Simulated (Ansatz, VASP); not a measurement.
One calculation of ScTeI2, two programs

```xyz
4
Lattice="4.9362 0.0000 0.0000 -2.4681 4.2749 0.0000 0.0000 0.0000 6.7216" Properties=species:S:1:pos:R:3 pbc="T T T"
Sc    0.0000    0.0000    0.0000
Te    0.0000    0.0000    3.3608
I     0.0000    2.8499    0.0000
I     2.4681    1.4250    0.0000
```

Alike in both runs: task single point; functional PBE; k mesh 6 × 6 × 4; occupations gaussian, width 0.1 eV; no spin polarisation.

```csv
,VASP,Ansatz
version,VASP 6.6.1,Ansatz 0.2.0
potentials or method,"VASP PAW PBE potentials, release 64 (Sc_sv, Te, I), cutoff 520 eV","scalar-relativistic, plane waves, PAW"
valence electrons in the cell,31,61
```

```tsv
	VASP	Ansatz	Ansatz less VASP
gap on the k mesh at the Fermi level (eV)	none	none	-
pressure (GPa)	9.5	9.5	-0.03
traceless stress, the component that is largest in VASP (GPa)	-16.37	-16.33	+0.041
```

A gap of «none» marks a metal or a gap that the smearing closes. The functional is the same, so the differences come from potentials, cutoffs and numerics. VASP's potentials hold 31 valence electrons a cell and Ansatz's 61, so a difference there can come from the potentials and not from the codes.

Neither program's run includes spin-orbit coupling.
